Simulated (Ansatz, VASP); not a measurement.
## Two plane-wave programs on HfN

```xyz
2
Lattice="0.0000 2.0740 2.0740 2.0740 0.0000 2.0740 2.0740 2.0740 0.0000" Properties=species:S:1:pos:R:3 pbc="T T T"
Hf    0.0000    0.0000    0.0000
N     2.0740    2.0740    2.0740
```

Change from the starting cell: volume scaled by 0.8, PAW files.

Alike in both runs: task single point; functional LDA; k mesh 15 × 15 × 15; occupations fermi-dirac, width 0.1 eV; no spin polarisation.

|  | VASP | Ansatz |
| --- | --- | --- |
| version | VASP 6.6.1 | Ansatz 0.2.0 |
| potentials or method | VASP PAW LDA potentials, release 64 (Hf_pv, N) | PAW with Ansatz's default frozen-core files, scalar-relativistic |
| plane-wave cutoff (eV) | 520 | 420 |
| valence electrons in the cell | 15 | 31 |

VASP gave:

* pressure (GPa): 108.2

**Question.** Estimate Ansatz's values.

**Answer.** Pressure (GPa): 107.6.

LDA's correlation is that of Perdew and Zunger in VASP and of Perdew and Wang (1992) in Ansatz. Both programs put the cell under a high pressure, so it lies far from rest at this level. VASP's potentials hold 15 valence electrons a cell and Ansatz's 31, so a difference there can come from the potentials and not from the codes.

Spin-orbit coupling is off throughout. Noted on VASP's run: the cell as given lies far from equilibrium.
